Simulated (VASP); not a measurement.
Sn2GeSe3, 6 atoms in the cell. Symmetry: R-3m, No. 166, trigonal system. Conventional cell: a = 7.505 Å, b = 7.505 Å, c = 10.357 Å, α = 90.00°, β = 90.00°, γ = 120.00°. Within 3.7 Å of Sn (site symmetry 3m) lie 3 Se at 2.78 Å and 1 Sn at 3.42 Å and 1 Ge at 3.47 Å. Within 3.7 Å of Ge (site symmetry -3m) lie 6 Se at 2.77 Å and 2 Sn at 3.47 Å. Within 3.7 Å of Se (site symmetry 2/m) lie 2 Ge at 2.77 Å and 2 Sn at 2.78 Å. 

* Program: VASP 6.6.1
* Task: single point
* Functional: PBE
* Potentials or basis: VASP PAW PBE potentials, release 64 (Sn_d, Ge_d, Se)
* Cutoff: 520 eV
* k mesh: 3 × 3 × 3
* Occupations: gaussian, width 0.1 eV
* Spin: no spin polarisation
* Dipole correction: no
* Further INCAR settings: ALGO = Normal; EDIFF = 1e-06; NBANDS = 39

Potentials or basis: VASP PAW PBE potentials, release 64 (Sn_d, Ge_d, Se).

The run is started by

```bash
$ cat potpaw_PBE.64/Sn_d/POTCAR potpaw_PBE.64/Ge_d/POTCAR potpaw_PBE.64/Se/POTCAR > POTCAR
$ mpirun -np 1 vasp_std > vasp.out
```

Hardware: 1 thread of Intel(R) Xeon(R) 6975P-C (Granite Rapids), on a shared host.

Estimate the wall time of this run.

Run time: 28 s on 1 thread of Intel(R) Xeon(R) 6975P-C (Granite Rapids), on a shared host, peak memory 0.26 GiB. Counts: scf iterations 14, k points 6.
